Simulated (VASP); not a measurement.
# WS2 (Tungstenite) in VASP: settings compared

WS2 (Tungstenite) is run at these levels: PBE, PBEsol; tasks: single point.

Everything below comes from runs of VASP 6.6.1. Logs are shortened: lines on timing, memory, paths and dates and some standing lists are left out, and cuts for length are marked.

### Step 1. The cell of the first run

It takes space group P6_3/mmc (No. 194, hexagonal). The conventional cell has a = 3.180 Å, b = 3.180 Å, c = 12.500 Å, α = 90.00°, β = 90.00°, γ = 120.00°. Within 3.2 Å of W (site symmetry -6m2) lie 6 S at 2.41 Å and 6 W at 3.18 Å. S (site symmetry 3m) has 3 W at 2.41 Å and 7 S at 3.12 to 3.18 Å within 3.2 Å.

### Step 2. Single point, PBE

The input, INCAR:

```
SYSTEM = WS2
ALGO = Normal
EDIFF = 1E-6
ENCUT = 520
GGA = PE
ISIF = 2
ISMEAR = 1
LASPH = .TRUE.
LCHARG = .FALSE.
LREAL = .FALSE.
LWAVE = .FALSE.
NBANDS = 35
NELM = 80
PREC = Accurate
SIGMA = 0.1
```

The input, KPOINTS:

```
k-points
0
G
  8 8 2
  0 0 0
```

The input, POSCAR:

```
WS2
1.0
    3.1800000000      0.0000000000      0.0000000000
   -1.5900000000      2.7539607840      0.0000000000
    0.0000000000      0.0000000000     12.5000000000
W S
2 4
Direct
    0.6666666667      0.3333333333      0.7500000000
    0.3333333333      0.6666666667      0.2500000000
    0.6666666667      0.3333333333      0.3750000000
    0.3333333333      0.6666666667      0.8750000000
    0.6666666667      0.3333333333      0.1250000000
    0.3333333333      0.6666666667      0.6250000000
```

Potentials or basis: VASP PAW PBE potentials, release 64 (W_sv, S).

Started as:

```bash
$ cat potpaw_PBE.64/W_sv/POTCAR potpaw_PBE.64/S/POTCAR > POTCAR
$ mpirun -np 1 vasp_std > vasp.out
```

OUTCAR:

```text
SYSTEM = WS2
   EDIFF = 1E-6
   ENCUT = 520
   GGA = PE
   ISIF = 2
   ISMEAR = 1
   LASPH = .TRUE.
   LREAL = .FALSE.
   NELM = 80
   PREC = Accurate

 ion  position               nearest neighbor table
   1  0.667  0.333  0.750-   4 2.41   6 2.41   4 2.41   6 2.41   4 2.41   6 2.41
   2  0.333  0.667  0.250-   3 2.41   5 2.41   3 2.41   5 2.41   3 2.41   5 2.41
   3  0.667  0.333  0.375-   2 2.41   2 2.41   2 2.41
   4  0.333  0.667  0.875-   1 2.41   1 2.41   1 2.41
   5  0.667  0.333  0.125-   2 2.41   2 2.41   2 2.41
   6  0.333  0.667  0.625-   1 2.41   1 2.41   1 2.41

  LATTYP: Found a hexagonal cell.
 ALAT       =     3.1800000000
 C/A-ratio  =     3.9308176101

  Lattice vectors:

 A1 = (   3.1800000000,   0.0000000000,   0.0000000000)
 A2 = (  -1.5900000000,   2.7539607840,   0.0000000000)
 A3 = (   0.0000000000,   0.0000000000,  12.5000000000)

Analysis of symmetry for initial positions (statically):
=====================================================================
 Subroutine PRICEL returns:
 Original cell was already a primitive cell.

 Routine SETGRP: Setting up the symmetry group for a
 hexagonal supercell.

 Subroutine GETGRP returns: Found 24 space group operations
 (whereof 12 operations were pure point group operations)
 out of a pool of 24 trial point group operations.

The static configuration has the point symmetry D_3d.
 The point group associated with its full space group is D_6h.

Analysis of symmetry for dynamics (positions and initial velocities):
=====================================================================
 Subroutine PRICEL returns:
 Original cell was already a primitive cell.

 Routine SETGRP: Setting up the symmetry group for a
 hexagonal supercell.

 Subroutine GETGRP returns: Found 24 space group operations
 (whereof 12 operations were pure point group operations)
 out of a pool of 24 trial point group operations.

The dynamic configuration has the point symmetry D_3d.
 The point group associated with its full space group is D_6h.

 Subroutine INISYM returns: Found 24 space group operations
 (whereof 12 operations are pure point group operations),
 and found     1 'primitive' translations

----------------------------------------------------------------------------------------

                                     Primitive cell

  volume of cell :     109.4699

  direct lattice vectors                    reciprocal lattice vectors
     3.180000000  0.000000000  0.000000000     0.314465409  0.181556688  0.000000000
    -1.590000000  2.753960784  0.000000000     0.000000000  0.363113377  0.000000000
     0.000000000  0.000000000 12.500000000     0.000000000  0.000000000  0.080000000

  length of vectors
     3.180000000  3.180000000 12.500000000     0.363113377  0.363113377  0.080000000

  position of ions in fractional coordinates (direct lattice)
     0.666666667  0.333333333  0.750000000
     0.333333333  0.666666667  0.250000000
     0.666666667  0.333333333  0.375000000
     0.333333333  0.666666667  0.875000000
     0.666666667  0.333333333  0.125000000
     0.333333333  0.666666667  0.625000000

  ion indices of the primitive-cell ions
   primitive index   ion index
                 1           1
                 2           2
                 3           3
                 4           4
                 5           5
                 6           6

----------------------------------------------------------------------------------------

 KPOINTS: k-points

Automatic generation of k-mesh.
 Grid dimensions read from file:
 generate k-points for:    8    8    2

 Generating k-lattice:

  Cartesian coordinates                     Fractional coordinates (reciprocal lattice)
     0.039308176  0.022694586  0.000000000     0.125000000  0.000000000  0.000000000
     0.000000000  0.045389172  0.000000000     0.000000000  0.125000000  0.000000000
     0.000000000  0.000000000  0.040000000     0.000000000  0.000000000  0.500000000

  Length of vectors
     0.045389172  0.045389172  0.040000000

  Shift w.r.t. Gamma in fractional coordinates (k-lattice)
     0.000000000  0.000000000  0.000000000

 Subroutine IBZKPT returns following result:
 ===========================================

 Found     20 irreducible k-points:

 Following reciprocal coordinates:
            Coordinates               Weight
  0.000000  0.000000  0.000000      1.000000
  0.125000  0.000000  0.000000      6.000000
  0.250000  0.000000  0.000000      6.000000
  0.375000  0.000000  0.000000      6.000000
  0.500000  0.000000  0.000000      3.000000
  0.125000  0.125000  0.000000      6.000000
[... 12 lines left out ...]
  0.250000  0.250000  0.500000      6.000000
  0.375000  0.250000  0.500000      6.000000
   k-points           NKPTS =     20   k-points in BZ     NKDIM =     20   number of bands    NBANDS=     35
   number of dos      NEDOS =    301   number of ions     NIONS =      6
   total plane-waves  NPLWV =  55296
   dimension x,y,z NGX =    24 NGY =   24 NGZ =   96
   dimension x,y,z NGXF=    48 NGYF=   48 NGZF=  192
   ions per type =               2   4
   NGX,Y,Z   is equivalent  to a cutoff of  12.55, 12.55, 12.77 a.u.
   NGXF,Y,Z  is equivalent  to a cutoff of  25.09, 25.09, 25.54 a.u.
 SYSTEM =  WS2
   PREC   = accura    normal or accurate (medium, high low for compatibility)
   ISTART =      0    job   : 0-new  1-cont  2-samecut
   ICHARG =      2    charge: 1-file 2-atom 10-const
   ISPIN  =      1    spin polarized calculation?
   LNONCOLLINEAR =      F non collinear calculations
   LSORBIT =      F    spin-orbit coupling
   LASPH  =      T    aspherical Exc in radial PAW
   ENCUT  =  520.0 eV  38.22 Ry    6.18 a.u.   5.91  5.91 23.24*2*pi/ulx,y,z
   NELM   =     80;   NELMIN=  2; NELMDL= -5     # of ELM steps
   EDIFF  = 0.1E-05   stopping-criterion for ELM
   LREAL  =      F    real-space projection
   EDIFFG = 0.1E-04   stopping-criterion for IOM
   NSW    =      0    number of steps for IOM
   IBRION =     -1    ionic relax: 0-MD 1-quasi-New 2-CG
   NFREE  =      0    steps in history (QN), initial steepest desc. (CG)
   ISIF   =      2    stress and relaxation
   ISYM   =      2    0-nonsym 1-usesym 2-fastsym
   POTIM  = 0.5000    time-step for ionic-motion
   TEBEG  =    0.0;   TEEND  =   0.0 temperature during run
   PSTRESS=    0.0 pullay stress
   NELECT =      52.0000    total number of electrons
   NUPDOWN=      -1.0000    fix difference up-down
   EMIN   =  10.00;   EMAX   =-10.00  energy-range for DOS
   EFERMI =   0.00;   METHOD = LEGACY
   ISMEAR =     1;   SIGMA  =   0.10  broadening in eV -4-tet -1-fermi 0-gaus
   EFERMI_NEDOS =   21; number of points for ismear=-14 and -15
   IALGO  =     38    algorithm
   IMIX   =      4    mixing-type and parameters
     AMIX     =   0.40;   BMIX     =  1.00
     AMIX_MAG =   1.60;   BMIX_MAG =  1.00
  volume/ion in A,a.u.               =      18.24       123.12
  Fermi-wavevector in a.u.,A,eV,Ry     =   1.277353  2.413847 22.199688  1.631631
  Thomas-Fermi vector in A             =   2.409958
   LORBIT       =      0    0 simple, 1 ext, 2 COOP (PROOUT), +10 PAW based schemes
   GGA     = PE    functional components
   LHFCALC =     F    Hartree Fock is set to
   AEXX    =    0.0000 exact exchange contribution
   IVDW    =     0    specifies the selected vdW correction
   LEPSILON=     F    determine dielectric tensor
   LRPA    =     F    only Hartree local field effects (RPA)
 non-spin polarized calculation
 Methfessel and Paxton  Order N= 1 SIGMA  =   0.10
  energy-cutoff  :      520.00
  volume of cell :      109.47
 maximum number of plane-waves:      2966
 NGX is ok and might be reduce to    24
   NGX = 11   NGY = 11   NGZ = 47

 number of electron      52.0000006 magnetization

 Free energy of the ion-electron system (eV)
  ---------------------------------------------------
  ext. energy  EPLUGINS =         0.00000000
  ---------------------------------------------------
  free energy    TOTEN  =       -47.28067828 eV

  energy without entropy =      -47.28072358  energy(sigma->0) =      -47.28069338

 E-fermi :   7.2045     XC(G=0): -10.7731

 val. band max:        7.1203076527   @ k =   0.0000   0.0000   0.0000
 cond. band min:       8.3243495145   @ k =   0.2500   0.1250   0.0000
 fundamental gap:      1.2040418618
 Fermi energy:         7.2044955478

 k-point     1 :       0.0000    0.0000    0.0000
  band No.  band energies     occupation
      1     -67.5161      2.00000
      2     -67.5161      2.00000
      3     -31.7552      2.00000
      4     -31.7552      2.00000
      5     -31.6063      2.00000
      6     -31.6063      2.00000
[... 27 lines left out ...]
     34       9.6260      0.00000
     35      11.7483      0.00000

 k-point     2 :       0.1250    0.0000    0.0000
  band No.  band energies     occupation
      1     -67.5136      2.00000
      2     -67.5136      2.00000
      3     -31.7462      2.00000
      4     -31.7462      2.00000
      5     -31.6566      2.00000
      6     -31.6566      2.00000
[... 27 lines left out ...]
     34       9.8621      0.00000
     35      12.8160      0.00000

 k-point     3 :       0.2500    0.0000    0.0000
  band No.  band energies     occupation
      1     -67.5076      2.00000
      2     -67.5076      2.00000
      3     -31.7760      2.00000
      4     -31.7760      2.00000
      5     -31.7243      2.00000
      6     -31.7242      2.00000
[... 27 lines left out ...]
     34      10.7081      0.00000
     35      13.8801      0.00000

 k-point     4 :       0.3750    0.0000    0.0000
  band No.  band energies     occupation
      1     -67.5017      2.00000
      2     -67.5016      2.00000
      3     -31.8931      2.00000
      4     -31.8931      2.00000
      5     -31.7023      2.00000
      6     -31.7022      2.00000
[... 27 lines left out ...]
     34      11.2746      0.00000
     35      12.3283      0.00000

 k-point     5 :       0.5000    0.0000    0.0000
  band No.  band energies     occupation
      1     -67.4992      2.00000
      2     -67.4992      2.00000
      3     -31.9409      2.00000
      4     -31.9409      2.00000
      5     -31.6931      2.00000
      6     -31.6931      2.00000
[... 486 lines left out ...]
 k-point    18 :       0.3750    0.1250    0.5000
  band No.  band energies     occupation
      1     -67.4992      2.00000
      2     -67.4992      2.00000
      3     -31.9151      2.00000
      4     -31.9151      2.00000
      5     -31.7124      2.00000
      6     -31.7124      2.00000
[... 27 lines left out ...]
     34      11.1197      0.00000
     35      12.4977      0.00000

 k-point    19 :       0.2500    0.2500    0.5000
  band No.  band energies     occupation
      1     -67.4992      2.00000
      2     -67.4992      2.00000
      3     -31.8794      2.00000
      4     -31.8794      2.00000
      5     -31.7491      2.00000
      6     -31.7491      2.00000
[... 27 lines left out ...]
     34      11.6266      0.00000
     35      13.4866      0.00000

 k-point    20 :       0.3750    0.2500    0.5000
  band No.  band energies     occupation
      1     -67.4974      2.00000
      2     -67.4974      2.00000
      3     -31.8832      2.00000
      4     -31.8832      2.00000
      5     -31.7880      2.00000
      6     -31.7880      2.00000
[... 27 lines left out ...]
     34      11.7680      0.00000
     35      13.0743      0.00000

------------------------ aborting loop because EDIFF is reached ----------------------------------------

  FORCE on cell =-STRESS in cart. coord.  units (eV):
  Direction    XX          YY          ZZ          XY          YZ          ZX
  --------------------------------------------------------------------------------------
  -------------------------------------------------------------------------------------
  Total        1.1124191      1.1124191      2.3778272      0.0000000      0.0000000      0.0000000
  in kB       16.2811148     16.2811148     34.8013411      0.0000000      0.0000000      0.0000000
  external PRESSURE =      22.4545235 kB  Pullay stress =       0.0000000 kB

 VOLUME and BASIS-vectors are now :
 -----------------------------------------------------------------------------
  energy-cutoff  :      520.00
  volume of cell :      109.47
      direct lattice vectors                 reciprocal lattice vectors
     3.180000000  0.000000000  0.000000000     0.314465409  0.181556688  0.000000000
    -1.590000000  2.753960784  0.000000000     0.000000000  0.363113377  0.000000000
     0.000000000  0.000000000 12.500000000     0.000000000  0.000000000  0.080000000

 POSITION                                       TOTAL-FORCE (eV/Angst)
 -----------------------------------------------------------------------------------
      1.59000      0.91799      9.37500        -0.000000      0.000000      0.000000
     -0.00000      1.83597      3.12500         0.000000     -0.000000      0.000000
      1.59000      0.91799      4.68750         0.000000     -0.000000      0.132047
     -0.00000      1.83597     10.93750        -0.000000     -0.000000      0.132047
      1.59000      0.91799      1.56250         0.000000      0.000000     -0.132047
     -0.00000      1.83597      7.81250        -0.000000      0.000000     -0.132047
 -----------------------------------------------------------------------------------
    total drift:                               -0.000000      0.000000     -0.000000

  FREE ENERGIE OF THE ION-ELECTRON SYSTEM (eV)
  ---------------------------------------------------
  free  energy   TOTEN  =       -47.2806782757 eV

  energy  without entropy=      -47.2807235754  energy(sigma->0) =      -47.28069338
```

It took 35 s on 1 thread of Intel Xeon 6975P-C (Granite Rapids), shared host; peak memory 0.24 GiB.

What came out:

- Free energy: -47.2807 eV
- Pressure: 2.2 GPa
- Largest force: 0.132 eV/Å
- Band gap on the k mesh: 1.20 eV, indirect (least direct gap 2.19 eV)

Forces in eV/Å, atoms in the order of the input:
```
W    0.000  0.000  0.000
W    0.000  0.000  0.000
S    0.000  0.000  0.132
S    0.000  0.000  0.132
S    0.000  0.000 -0.132
S    0.000  0.000 -0.132
```

Stress tensor (GPa, compression positive):
```
1.63 0.00 0.00
0.00 1.63 0.00
0.00 0.00 3.48
```

Caveat: spin-orbit coupling is left out, which moves the levels of the heavy elements; this functional lacks dispersion, which binds the layers, so the pressure and a relaxed spacing across them are unreliable.

### Step 3. Single point, PBEsol

The input, INCAR:

```
  PREC = Accurate
  ENCUT = 520
  EDIFF = 1E-7
  ISMEAR = 0
  SIGMA = 0.05
  LREAL = False
  LASPH = True
  NELM = 60
  ALGO = Normal
  ISIF = 2
  LWAVE = False
  LCHARG = True
  GGA = PS
  LELF = True
  LVHAR = True
  NBANDS = 35
```

The input, KPOINTS:

```
regular mesh
0
Gamma
  7 7 2
```

The input, POSCAR:

```
WS2
1.0
    3.1800000000      0.0000000000      0.0000000000
   -1.5900000000      2.7539607840      0.0000000000
    0.0000000000      0.0000000000     12.5000000000
W S
2 4
Direct
    0.6704130000      0.3321320000      0.7485110000
    0.3515260000      0.6761130000      0.2481590000
    0.6505480000      0.3288460000      0.3705640000
    0.3323830000      0.6657620000      0.8697960000
    0.6835930000      0.3404960000      0.1221550000
    0.3527360000      0.6757840000      0.6264210000
```

Potentials or basis: VASP PAW PBE potentials, release 64 (W_sv, S).

Started as:

```bash
$ cat potpaw_PBE.64/W_sv/POTCAR potpaw_PBE.64/S/POTCAR > POTCAR
$ mpirun -np 1 vasp_std > vasp.out
```

OUTCAR:

```text
PREC = Accurate
   ENCUT = 520
   EDIFF = 1E-7
   ISMEAR = 0
   LREAL = False
   LASPH = True
   NELM = 60
   ISIF = 2
   GGA = PS

 ion  position               nearest neighbor table
   1  0.670  0.332  0.749-   6 2.37   4 2.37   6 2.38   4 2.38   4 2.39   6 2.42
   2  0.352  0.676  0.248-   3 2.35   3 2.36   5 2.41   5 2.42   5 2.42   3 2.46
   3  0.651  0.329  0.371-   2 2.35   2 2.36   2 2.46
   4  0.332  0.666  0.870-   1 2.37   1 2.38   1 2.39
   5  0.684  0.340  0.122-   2 2.41   2 2.42   2 2.42
   6  0.353  0.676  0.626-   1 2.37   1 2.38   1 2.42
[... 1119 lines left out ...]
  -------------------------------------------------------------------------------------
  Total       -1.3185894     -0.7133610      2.7468005     -0.4392855      0.8836308      2.0641604
  in kB      -19.2985762    -10.4405903     40.2015509     -6.4292840     12.9326206     30.2105856
  external PRESSURE =       3.4874615 kB  Pullay stress =       0.0000000 kB

 VOLUME and BASIS-vectors are now :
 -----------------------------------------------------------------------------
  energy-cutoff  :      520.00
  volume of cell :      109.47
      direct lattice vectors                 reciprocal lattice vectors
     3.180000000  0.000000000  0.000000000     0.314465409  0.181556688  0.000000000
    -1.590000000  2.753960784  0.000000000     0.000000000  0.363113377  0.000000000
     0.000000000  0.000000000 12.500000000     0.000000000  0.000000000  0.080000000

 POSITION                                       TOTAL-FORCE (eV/Angst)
 -----------------------------------------------------------------------------------
      1.60382      0.91468      9.35639         0.187871      0.328979     -0.153981
      0.04283      1.86199      3.10199        -0.949504     -0.460479     -0.836246
      1.54588      0.90563      4.63205         0.908941      0.377368      0.556285
     -0.00158      1.83348     10.87245         0.166548     -0.013177      0.821485
      1.63244      0.93771      1.52694         0.039792      0.081017      0.286732
      0.04720      1.86108      7.83026        -0.353648     -0.313708     -0.674275
 -----------------------------------------------------------------------------------
    total drift:                                0.000118      0.000017      0.000031

  FREE ENERGIE OF THE ION-ELECTRON SYSTEM (eV)
  ---------------------------------------------------
  free  energy   TOTEN  =       -50.4403303872 eV

  energy  without entropy=      -50.4403303872  energy(sigma->0) =      -50.44033039
```

Run time: 1.8 min. Hardware: 1 thread of Intel Xeon 6975P-C (Granite Rapids), shared host; peak memory 0.31 GiB.

What came out:

* Free energy: -50.4403 eV
* Pressure: 0.3 GPa
* Largest force: 1.346 eV/Å
* Band gap on the k mesh: 1.08 eV, indirect (least direct gap 1.90 eV)

Forces on the atoms (eV/Å):
```
W    0.188  0.329 -0.154
W   -0.950 -0.460 -0.836
S    0.909  0.377  0.556
S    0.167 -0.013  0.821
S    0.040  0.081  0.287
S   -0.354 -0.314 -0.674
```

Caveat: the PAW data sets were made with another functional, which shifts forces and pressure a little; spin-orbit coupling is left out, which moves the levels of the heavy elements. A k mesh can miss the band edges.

(Continued in part 2 of 2.)
